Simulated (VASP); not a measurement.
A run of VASP 6.6.1 is set up as follows.

INCAR

```
ALGO = Normal
EDIFF = 1E-8
ENCUT = 520
ISIF = 2
ISMEAR = -1
LASPH = T
LCHARG = F
LEFG = T
LREAL = F
LWAVE = F
NBANDS = 11
NELM = 80
PREC = Accurate
SIGMA = 0.08
```

The input KPOINTS:

```
k-points
0
Gamma
  11 11 11
```

POSCAR

```
Si
1.0
    0.0000000000      2.6611606000      2.7154700000
    2.6611606000      0.0000000000      2.7154700000
    2.6611606000      2.6611606000      0.0000000000
Si
2
Direct
    0.5000000000      0.5000000000      0.5000000000
    0.7500000000      0.7500000000      0.7500000000
```

Potentials or basis: VASP PAW LDA potentials, release 64 (Si).

Run with:

```sh
$ cat potpaw_LDA.64/Si/POTCAR > POTCAR
$ mpirun -np 1 vasp_std > vasp.out
```

**Question.** What does it give for the band gap on the k mesh?

**Answer.** 0.31 eV (least direct gap 2.47 eV).

**Question.** Predict the pressure.

**Answer.** 2.5 GPa.

Stress tensor (GPa, compression positive):
```
3.17 0.00 0.00
0.00 3.17 0.00
0.00 0.00 1.18
```

Caveat: the cell differs from its parent crystal (equal xx and yy strain of -2 %); without QUAD_EFG the Cq values of the log hold for a quadrupole moment of 1 mb, not for the nuclei; an odd mesh through Γ misses points on the zone boundary, where band edges can lie.
